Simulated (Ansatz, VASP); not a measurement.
**Two plane-wave programs on Ga2C**

```
CELL_PARAMETERS angstrom
-1.42059 1.42059 5.07213
1.42059 -1.42059 5.07213
1.42059 1.42059 -5.07213
ATOMIC_POSITIONS crystal
Ga 0.63231 0.63231 0.00000
Ga 0.36769 0.36769 0.00000
C 0.00000 0.00000 0.00000
```

Alike in both runs: functional PBE; k mesh 8 × 8 × 8; occupations gaussian, width 0.1 eV; no spin polarisation.

Ansatz relaxed the structure, and its values are those at the end. VASP's run is a single point on that final structure, the one shown.

|  | VASP | Ansatz |
| --- | --- | --- |
| version | VASP 6.6.1 | Ansatz 0.2.0 |
| potentials or method | VASP PAW PBE potentials, release 64 (Ga_d, C), cutoff 520 eV | scalar-relativistic, plane waves, PAW |
| valence electrons in the cell | 30 | 30 |

```csv
,VASP,Ansatz,Ansatz less VASP
gap on the k mesh at the Fermi level (eV),none,none,-
pressure (GPa),0.2,-0.1,-0.26
rms of the force components (eV/Å),0.008,0.002,-0.0061
```

A gap of «none» marks a metal or a gap that the smearing closes. The functional is the same, so the differences come from potentials, cutoffs and numerics.

The k mesh is coarse, so the values compare programs but aren't converged.
